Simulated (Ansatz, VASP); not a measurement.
**Co in VASP and in Ansatz**

```xyz
4
Lattice="2.3372 -1.5447 0.0000 2.3372 1.5447 0.0000 0.0000 0.0000 6.3011" Properties=species:S:1:pos:R:3 pbc="T T T"
Co    2.3372   -1.0813    0.7372
Co    2.3372   -0.4634    3.8878
Co    2.3372    1.0813    5.5639
Co    2.3372    0.4634    2.4133
```

Alike in both runs: task single point; functional r2SCAN; k mesh 8 × 8 × 4; occupations gaussian, width 0.1 eV; collinear spin.

|  | VASP | Ansatz |
| --- | --- | --- |
| version | VASP 6.6.1 | Ansatz 0.2.0 |
| potentials or method | VASP PAW PBE potentials, release 64 (Co_sv), cutoff 660 eV | scalar-relativistic, plane waves, PAW |
| valence electrons in the cell | 68 | 68 |

```tsv
	VASP	Ansatz	Ansatz less VASP
gap on the k mesh at the Fermi level (eV)	none	none	-
rms of the force components (eV/Å)	5.852	5.651	-0.2005
net moment per atom (μB)	1.80	1.79	-0.003
size of the moment on the site where the two differ most (μB)	1.84	1.71	-0.123
```

VASP's potentials were made for PBE, not for r2SCAN. Site moments also hang on the region over which each program counts them. Atom by atom the forces differ by 0.205 eV/Å (rms over components). A gap of «none» marks a metal or a gap that the smearing closes. The functional is the same, so the differences come from potentials, cutoffs and numerics. Ansatz's warnings: stability check not made.
